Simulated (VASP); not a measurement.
Write the native input for VASP 6.6.1 that does the following.

```
Task                   : single point
Functional             : LDA
Potentials or basis    : VASP PAW LDA potentials, release 64 (Cu)
Cutoff                 : 520 eV
k mesh                 : 21 × 21 × 12
Occupations            : gaussian, width 0.15 eV
Spin                   : no spin polarisation
Dipole correction      : no
Further INCAR settings : ALGO = Fast; EDIFF = 1e-06; NBANDS = 18
```

The structure of Cu lies in POSCAR:

```
Cu
1.0
    2.5340966698      0.0000000000      0.0000000000
   -1.2670483349      2.1945920917      0.0000000000
    0.0000000000      0.0000000000      4.0508824350
Cu
2
Direct
    0.3333333333      0.6666666667      0.2500000000
    0.6666666667      0.3333333333      0.7500000000
```

This cell differs from its parent crystal: strain -0.0150 x Voigt [0, 0, 1, 0, 0, 0].

The input as run:

INCAR

```
SYSTEM = Cu
PREC = Accurate
ENCUT = 520
EDIFF = 1E-6
ISMEAR = 0
SIGMA = 0.15
LREAL = .FALSE.
LASPH = .TRUE.
NELM = 100
ALGO = Fast
ISIF = 2
LWAVE = .FALSE.
LCHARG = .FALSE.
GGA = CA
NBANDS = 18
```

KPOINTS

```
Automatic mesh
0
G
  21 21 12
  0 0 0
```

Potentials or basis: VASP PAW LDA potentials, release 64 (Cu).

The run is started by

```sh
$ cat potpaw_LDA.64/Cu/POTCAR > POTCAR
$ mpirun -np 1 vasp_std > vasp.out
```

Results of the run:

The pressure is -4.9 GPa and the band gap on the k mesh is zero (band 11 reaches 11.99 eV, above the bottom of band 12 at 5.89 eV).

Caveat: the cell differs from its parent crystal (strain -0.0150 x Voigt [0, 0, 1, 0, 0, 0]).

It took 47 s on 1 thread of Intel(R) Xeon(R) 6975P-C (Granite Rapids) (shared host), peak memory 0.21 GiB.
